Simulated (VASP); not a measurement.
Ru: single point with LDA

Crystal: Ru.

```
CELL_PARAMETERS angstrom
2.67196 0.00000 0.00000
-1.33598 2.31398 0.00000
0.00000 0.00000 4.22995
ATOMIC_POSITIONS crystal
Ru 0.33333 0.66667 0.25000
Ru 0.66667 0.33333 0.75000
```

```
Program             : VASP 6.6.1
Task                : single point
Functional          : LDA
Potentials or basis : VASP PAW LDA potentials, release 64 (Ru_pv)
Cutoff              : 500 eV
k mesh              : 12 × 12 × 6
Occupations         : gaussian, width 0.1 eV
Spin                : no spin polarisation
```

```yaml
Pressure: 1.1 GPa
Band_gap_on_the_k_mesh: zero (bands 14 and 15 overlap by 3.36 eV)
```

Levels at points of the mesh, in eV from the Fermi level:
```tsv
k point	band 10	band 11	band 12	band 13	band 14	band 15	band 16	band 17	band 18	band 19
(0.00, 0.00, 0.00)	-2.74	-2.56	-2.02	-2.02	-1.44	-1.44	1.30	1.30	1.37	9.96
(0.50, 0.00, 0.00)	-3.17	-2.16	-1.83	-1.58	1.56	2.01	2.10	4.32	6.42	9.97
(0.00, 0.00, 0.50)	-2.91	-2.91	-2.91	-2.82	-2.82	0.62	0.62	0.62	0.62	9.97
(0.50, 0.00, 0.50)	-4.78	-1.09	-1.09	0.50	0.50	1.83	1.83	3.57	3.57	9.97
```

Wall time 12 s on 1 thread of Intel(R) Xeon(R) 6975P-C (Granite Rapids) (shared host), peak memory 0.15 GiB.
